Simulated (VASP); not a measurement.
# CaSe (Fm-3m) in VASP: notebook

The runs below take CaSe through phonons, with r2SCAN.

Everything below comes from runs of VASP 6.6.1. Logs are shortened: lines on timing, memory, paths and dates and some standing lists are left out, and cuts for length are marked.

## (1) The cell of the first run

It takes space group Fm-3m (No. 225, cubic). Conventional cell: a = 5.935 Å, b = 5.935 Å, c = 5.935 Å, α = 90.00°, β = 90.00°, γ = 90.00°. Within 3.9 Å of Ca (site symmetry m-3m) lie 6 Se at 2.97 Å. Se (site symmetry m-3m) has 6 Ca at 2.97 Å within 3.9 Å.

## (2) Phonons, r2SCAN

INCAR reads:

```
ALGO = Normal
EDIFF = 1E-8
ENCUT = 520
IBRION = 6
ISIF = 2
ISMEAR = 0
LASPH = T
LCHARG = T
LMIXTAU = T
LREAL = F
LWAVE = F
METAGGA = R2SCAN
NBANDS = 15
NELM = 60
NFREE = 2
NSW = 1
POTIM = 0.015
PREC = Accurate
SIGMA = 0.01
```

KPOINTS reads:

```
k-points
0
Gamma
  8 8 8
```

POSCAR reads:

```
CaSe
1.0
    2.9673799591      2.9673799591      0.0000000000
   -2.9673799591      2.9673799591      0.0000000000
    0.0000000000      2.9673799591      2.9673799591
Ca Se
1 1
Direct
    0.0000000000      0.0000000000      0.0000000000
    0.5000000000      0.5000000000      0.0000000000
```

Potentials or basis: VASP PAW PBE potentials, release 64 (Ca_sv, Se).

Command:

```
$ cat potpaw_PBE.64/Ca_sv/POTCAR potpaw_PBE.64/Se/POTCAR > POTCAR
$ mpirun -np 1 vasp_std > vasp.out
```

OUTCAR:

```text
EDIFF = 1E-8
   ENCUT = 520
   IBRION = 6
   ISIF = 2
   ISMEAR = 0
   LASPH = T
   LREAL = F
   METAGGA = R2SCAN
   NELM = 60
   NFREE = 2
   NSW = 1
   POTIM = 0.015
   PREC = Accurate

 ion  position               nearest neighbor table
   1  0.000  0.000  0.000-   2 2.97   2 2.97   2 2.97   2 2.97   2 2.97   2 2.97
   2  0.500  0.500  0.000-   1 2.97   1 2.97   1 2.97   1 2.97   1 2.97   1 2.97

  LATTYP: Found a face centered cubic cell.
 ALAT       =     5.9347599182

  Lattice vectors:

 A1 = (   0.0000000000,   2.9673799591,   2.9673799591)
 A2 = (   2.9673799591,   0.0000000000,   2.9673799591)
 A3 = (   2.9673799591,   2.9673799591,   0.0000000000)

Analysis of symmetry for initial positions (statically):
=====================================================================
 Subroutine PRICEL returns:
 Original cell was already a primitive cell.

 Routine SETGRP: Setting up the symmetry group for a
 face centered cubic supercell.

 Subroutine GETGRP returns: Found 48 space group operations
 (whereof 48 operations were pure point group operations)
 out of a pool of 48 trial point group operations.

The static configuration has the point symmetry O_h .

Analysis of symmetry for dynamics (positions and initial velocities):
=====================================================================
 Subroutine PRICEL returns:
 Original cell was already a primitive cell.

 Routine SETGRP: Setting up the symmetry group for a
 face centered cubic supercell.

 Subroutine GETGRP returns: Found 48 space group operations
 (whereof 48 operations were pure point group operations)
 out of a pool of 48 trial point group operations.

The dynamic configuration has the point symmetry O_h .

 Subroutine INISYM returns: Found 48 space group operations
 (whereof 48 operations are pure point group operations),
 and found     1 'primitive' translations

----------------------------------------------------------------------------------------

                                     Primitive cell

  volume of cell :      52.2576

  direct lattice vectors                    reciprocal lattice vectors
     2.967379959  2.967379959  0.000000000     0.168498813  0.168498813 -0.168498813
    -2.967379959  2.967379959  0.000000000    -0.168498813  0.168498813 -0.168498813
     0.000000000  2.967379959  2.967379959     0.000000000  0.000000000  0.336997625

  length of vectors
     4.196508983  4.196508983  4.196508983     0.291848505  0.291848505  0.336997625

  position of ions in fractional coordinates (direct lattice)
     0.000000000  0.000000000  0.000000000
     0.500000000  0.500000000  0.000000000

  ion indices of the primitive-cell ions
   primitive index   ion index
                 1           1
                 2           2

----------------------------------------------------------------------------------------

 KPOINTS: k-points

Automatic generation of k-mesh.
 Grid dimensions read from file:
 generate k-points for:    8    8    8

 Generating k-lattice:

  Cartesian coordinates                     Fractional coordinates (reciprocal lattice)
     0.021062352  0.021062352 -0.021062352     0.125000000  0.000000000  0.000000000
    -0.021062352  0.021062352 -0.021062352     0.000000000  0.125000000  0.000000000
     0.000000000  0.000000000  0.042124703     0.000000000  0.000000000  0.125000000

  Length of vectors
     0.036481063  0.036481063  0.042124703

  Shift w.r.t. Gamma in fractional coordinates (k-lattice)
[... 55 lines left out ...]
   NSW    =     61    number of steps for IOM
   IBRION =      6    ionic relax: 0-MD 1-quasi-New 2-CG
   NFREE  =      2    steps in history (QN), initial steepest desc. (CG)
   ISIF   =      2    stress and relaxation
   ISYM   =      2    0-nonsym 1-usesym 2-fastsym
   POTIM  = 0.0150    time-step for ionic-motion
   TEBEG  =    0.0;   TEEND  =   0.0 temperature during run
   PSTRESS=    0.0 pullay stress
   NELECT =      16.0000    total number of electrons
   NUPDOWN=      -1.0000    fix difference up-down
   EMIN   =  10.00;   EMAX   =-10.00  energy-range for DOS
   EFERMI =   0.00;   METHOD = LEGACY
   ISMEAR =     0;   SIGMA  =   0.01  broadening in eV -4-tet -1-fermi 0-gaus
   EFERMI_NEDOS =   21; number of points for ismear=-14 and -15
   IALGO  =     38    algorithm
   IMIX   =      4    mixing-type and parameters
     AMIX     =   0.40;   BMIX     =  1.00
     AMIX_MAG =   1.60;   BMIX_MAG =  1.00
  volume/ion in A,a.u.               =      26.13       176.33
  Fermi-wavevector in a.u.,A,eV,Ry     =   1.103397  2.085117 16.564878  1.217484
  Thomas-Fermi vector in A             =   2.239854
   LORBIT       =      0    0 simple, 1 ext, 2 COOP (PROOUT), +10 PAW based schemes
   METAGGA = R2SCAN    functional components
   LHFCALC =     F    Hartree Fock is set to
   AEXX    =    0.0000 exact exchange contribution
   IVDW    =     0    specifies the selected vdW correction
   LEPSILON=     F    determine dielectric tensor
   LRPA    =     F    only Hartree local field effects (RPA)
 finite differences with symmetry
 non-spin polarized calculation
 Gauss-broadening in eV      SIGMA  =   0.01
  energy-cutoff  :      520.00
  volume of cell :       52.26
 maximum number of plane-waves:      1424
   NGX = 15   NGY = 15   NGZ = 15

--------------------------------------- Ionic step        1  -------------------------------------------

 number of electron      15.9999997 magnetization

 Free energy of the ion-electron system (eV)
  ---------------------------------------------------
  ext. energy  EPLUGINS =         0.00000000
  ---------------------------------------------------
  free energy    TOTEN  =       -25.97909816 eV

  energy without entropy =      -25.97909816  energy(sigma->0) =      -25.97909816

------------------------ aborting loop because EDIFF is reached ----------------------------------------

  FORCE on cell =-STRESS in cart. coord.  units (eV):
  Direction    XX          YY          ZZ          XY          YZ          ZX
  --------------------------------------------------------------------------------------
  -------------------------------------------------------------------------------------
  Total        0.0772044      0.0772044      0.0772044      0.0000000      0.0000000     -0.0000000
  in kB        2.3670279      2.3670279      2.3670279      0.0000000      0.0000000     -0.0000000
  external PRESSURE =       2.3670279 kB  Pullay stress =       0.0000000 kB
[... 131 lines left out ...]
--------------------------------------- Ionic step        5  -------------------------------------------

 number of electron      15.9999997 magnetization

 Free energy of the ion-electron system (eV)
  ---------------------------------------------------
  ext. energy  EPLUGINS =         0.00000000
  ---------------------------------------------------
  free energy    TOTEN  =       -25.97873195 eV

  energy without entropy =      -25.97873195  energy(sigma->0) =      -25.97873195

 E-fermi :   2.1711     XC(G=0):  -9.5361

 val. band max:        2.1151680044   @ k =   0.0000   0.0000   0.0000
 cond. band min:       4.6323114555   @ k =   0.5000   0.5000   0.0000
 fundamental gap:      2.5171434511
 Fermi energy:         2.1710643997

 k-point     1 :       0.0000    0.0000    0.0000
  band No.  band energies     occupation
      1     -39.2118      2.00000
      2     -19.3214      2.00000
      3     -19.3214      2.00000
      4     -19.3213      2.00000
      5     -10.0437      2.00000
      6       2.1150      2.00000
      7       2.1152      2.00000
      8       2.1152      2.00000
      9       6.1957      0.00000
     10       6.3460      0.00000
     11       6.3463      0.00000
     12       6.3464      0.00000
     13       6.9351      0.00000
     14       6.9361      0.00000
[... 401 lines left out ...]
      2     -19.4112      2.00000
      3     -19.3523      2.00000
      4     -19.3371      2.00000
      5      -9.3513      2.00000
      6      -0.6758      2.00000
      7       0.5121      2.00000
      8       0.8993      2.00000
      9       7.1459      0.00000
     10       7.4404      0.00000
     11       8.4277      0.00000
     12       8.7307      0.00000
     13       9.0566      0.00000
     14       9.9569      0.00000
     15      11.4101      0.00000

 [... further k-points ...]
[... 5 lines left out ...]
  --------------------------------------------------------------------------------------
  -------------------------------------------------------------------------------------
  Total        0.0819629      0.0768287      0.0768287     -0.0000000      0.0000000      0.0000000
  in kB        2.5129182      2.3555080      2.3555080     -0.0000000      0.0000000      0.0000000
  external PRESSURE =       2.4079781 kB  Pullay stress =       0.0000000 kB
[... 17 lines left out ...]
  FREE ENERGIE OF THE ION-ELECTRON SYSTEM (eV)
  ---------------------------------------------------
  free  energy   TOTEN  =       -25.9787319471 eV

  energy  without entropy=      -25.9787319471  energy(sigma->0) =      -25.97873195

 INTERNAL STRAIN TENSORS FROM DISPLACED ATOMS
 ============================================

 INTERNAL STRAIN TENSOR FOR ION    1 for displacements in x,y,z  (eV/Angst):
          X           Y           Z          XY          YZ          ZX
  --------------------------------------------------------------------------------
  x     0.00000     0.00000     0.00000     0.00000     0.00000     0.00000
  y     0.00000     0.00000     0.00000     0.00000     0.00000     0.00000
  z     0.00000     0.00000     0.00000     0.00000     0.00000     0.00000

 INTERNAL STRAIN TENSOR FOR ION    2 for displacements in x,y,z  (eV/Angst):
          X           Y           Z          XY          YZ          ZX
  --------------------------------------------------------------------------------
  x     0.00000     0.00000     0.00000     0.00000     0.00000     0.00000
  y     0.00000     0.00000     0.00000     0.00000     0.00000     0.00000
  z     0.00000     0.00000     0.00000     0.00000     0.00000     0.00000

 Eigenvectors and eigenvalues of the dynamical matrix
 ----------------------------------------------------

   1 f  =    5.470247 THz    34.370576 2PiTHz  182.467799 cm-1    22.623114 meV
             X         Y         Z           dx          dy          dz
      0.000000  0.000000  0.000000     0.791081   -0.189509    0.000000
      0.000000  2.967380  0.000000    -0.565613    0.135496    0.000000
[... 21 lines left out ...]
   6 f/i=    0.009225 THz     0.057961 2PiTHz    0.307706 cm-1     0.038151 meV
             X         Y         Z           dx          dy          dz
      0.000000  0.000000  0.000000    -0.006036    0.581325    0.017392
      0.000000  2.967380  0.000000    -0.008441    0.813056    0.024325

 ELASTIC MODULI CONTR FROM IONIC RELAXATION (kBar)
 Direction    XX          YY          ZZ          XY          YZ          ZX
 --------------------------------------------------------------------------------
 XX           0.0000      0.0000      0.0000      0.0000      0.0000      0.0000
 YY           0.0000      0.0000      0.0000      0.0000      0.0000      0.0000
 ZZ           0.0000      0.0000      0.0000      0.0000      0.0000      0.0000
 XY           0.0000      0.0000      0.0000      0.0000      0.0000      0.0000
 YZ           0.0000      0.0000      0.0000      0.0000      0.0000      0.0000
 ZX           0.0000      0.0000      0.0000      0.0000      0.0000      0.0000
 --------------------------------------------------------------------------------
```

Wall time 9.6 min (1 thread of Intel Xeon Platinum 8559C (Emerald Rapids), shared host); peak memory 0.24 GiB.

What came out:

* Highest phonon frequency at Γ, LO-TO splitting left out: 182 cm⁻¹

Phonon frequencies in cm⁻¹ (negative: imaginary):
| q point | frequencies |
| --- | --- |
| (0.000, 0.000, 0.000) | 0 0 0 182 182 182 |

Caveat: the PAW data sets were made with another functional, which shifts forces and pressure a little.

## (3) Phonons, r2SCAN

This run uses another cell than the first one, of 27.27 Å³/atom.

INCAR reads:

```
SYSTEM = CaSe
PREC = Accurate
ENCUT = 520
EDIFF = 1E-8
ISMEAR = 0
SIGMA = 0.01
LREAL = .False.
LASPH = .True.
NELM = 100
ALGO = Normal
ISIF = 2
LWAVE = .False.
LCHARG = .False.
METAGGA = R2SCAN
LMIXTAU = .True.
NBANDS = 15
IBRION = 6
NFREE = 2
POTIM = 0.015
NSW = 1
```

KPOINTS reads:

```
regular mesh
0
Gamma
  8 8 8
  0 0 0
```

POSCAR reads:

```
CaSe
1.0
    3.0099057008      3.0099057008      0.0000000000
   -3.0099057008      3.0099057008      0.0000000000
    0.0000000000      3.0099057008      3.0099057008
Ca Se
1 1
Direct
    0.0000000000      0.0000000000      0.0000000000
    0.5000000000      0.5000000000      0.0000000000
```

Potentials or basis: VASP PAW PBE potentials, release 64 (Ca_sv, Se).

Command:

```
$ cat potpaw_PBE.64/Ca_sv/POTCAR potpaw_PBE.64/Se/POTCAR > POTCAR
$ mpirun -np 1 vasp_std > vasp.out
```

OUTCAR:

```text
SYSTEM = CaSe
   PREC = Accurate
   ENCUT = 520
   EDIFF = 1E-8
   ISMEAR = 0
   LREAL = .False.
   LASPH = .True.
   NELM = 100
   ISIF = 2
   METAGGA = R2SCAN
   IBRION = 6
   NFREE = 2
   POTIM = 0.015
   NSW = 1

 ion  position               nearest neighbor table
   1  0.000  0.000  0.000-
   2  0.500  0.500  0.000-

  LATTYP: Found a face centered cubic cell.
 ALAT       =     6.0198114016

  Lattice vectors:

 A1 = (   0.0000000000,   3.0099057008,   3.0099057008)
 A2 = (   3.0099057008,   0.0000000000,   3.0099057008)
 A3 = (   3.0099057008,   3.0099057008,   0.0000000000)

Analysis of symmetry for initial positions (statically):
=====================================================================
 Subroutine PRICEL returns:
 Original cell was already a primitive cell.

[... 771 lines left out ...]
  Total       -0.6197428     -0.6241405     -0.6241405     -0.0000000     -0.0000000      0.0000000
  in kB      -18.2067923    -18.3359878    -18.3359878     -0.0000000     -0.0000000      0.0000000
  external PRESSURE =     -18.2929226 kB  Pullay stress =       0.0000000 kB
[... 17 lines left out ...]
  FREE ENERGIE OF THE ION-ELECTRON SYSTEM (eV)
  ---------------------------------------------------
  free  energy   TOTEN  =       -25.9674474134 eV

  energy  without entropy=      -25.9674474134  energy(sigma->0) =      -25.96744741

 INTERNAL STRAIN TENSORS FROM DISPLACED ATOMS
 ============================================

 INTERNAL STRAIN TENSOR FOR ION    1 for displacements in x,y,z  (eV/Angst):
          X           Y           Z          XY          YZ          ZX
  --------------------------------------------------------------------------------
  x     0.00000     0.00000     0.00000     0.00000     0.00000     0.00000
  y     0.00000     0.00000     0.00000     0.00000     0.00000     0.00000
  z     0.00000     0.00000     0.00000     0.00000     0.00000     0.00000

 INTERNAL STRAIN TENSOR FOR ION    2 for displacements in x,y,z  (eV/Angst):
          X           Y           Z          XY          YZ          ZX
  --------------------------------------------------------------------------------
  x     0.00000     0.00000     0.00000     0.00000     0.00000     0.00000
  y     0.00000     0.00000     0.00000     0.00000     0.00000     0.00000
  z     0.00000     0.00000     0.00000     0.00000     0.00000     0.00000

 Eigenvectors and eigenvalues of the dynamical matrix
 ----------------------------------------------------

   1 f  =    4.956539 THz    31.142853 2PiTHz  165.332344 cm-1    20.498589 meV
             X         Y         Z           dx          dy          dz
      0.000000  0.000000  0.000000    -0.811676    0.000000    0.000000
      0.000000  3.009906  0.000000     0.584108   -0.000000    0.000000
[... 21 lines left out ...]
   6 f/i=    0.023562 THz     0.148044 2PiTHz    0.785944 cm-1     0.097445 meV
             X         Y         Z           dx          dy          dz
      0.000000  0.000000  0.000000    -0.000000    0.390290    0.434576
      0.000000  3.009906  0.000000     0.000000    0.542346    0.603886

 ELASTIC MODULI CONTR FROM IONIC RELAXATION (kBar)
 Direction    XX          YY          ZZ          XY          YZ          ZX
 --------------------------------------------------------------------------------
 XX           0.0000      0.0000      0.0000      0.0000      0.0000      0.0000
 YY           0.0000      0.0000      0.0000      0.0000      0.0000      0.0000
 ZZ           0.0000      0.0000      0.0000      0.0000      0.0000      0.0000
 XY           0.0000      0.0000      0.0000      0.0000      0.0000      0.0000
 YZ           0.0000      0.0000      0.0000      0.0000      0.0000      0.0000
 ZX           0.0000      0.0000      0.0000      0.0000      0.0000      0.0000
 --------------------------------------------------------------------------------
```

Run time: 9.6 min. Hardware: 1 thread of Intel Xeon Platinum 8559C (Emerald Rapids), shared host; peak memory 0.24 GiB.

What came out:

* Highest phonon frequency at Γ, LO-TO splitting left out: 165 cm⁻¹

Phonon frequencies in cm⁻¹ (negative: imaginary):
```csv
q point,frequencies
"(0.000, 0.000, 0.000)",-1 -1 -1 165 165 165
```

Caveat: the cell stands under pressure or tension, which shifts response properties; the PAW data sets were made with another functional, which shifts forces and pressure a little.
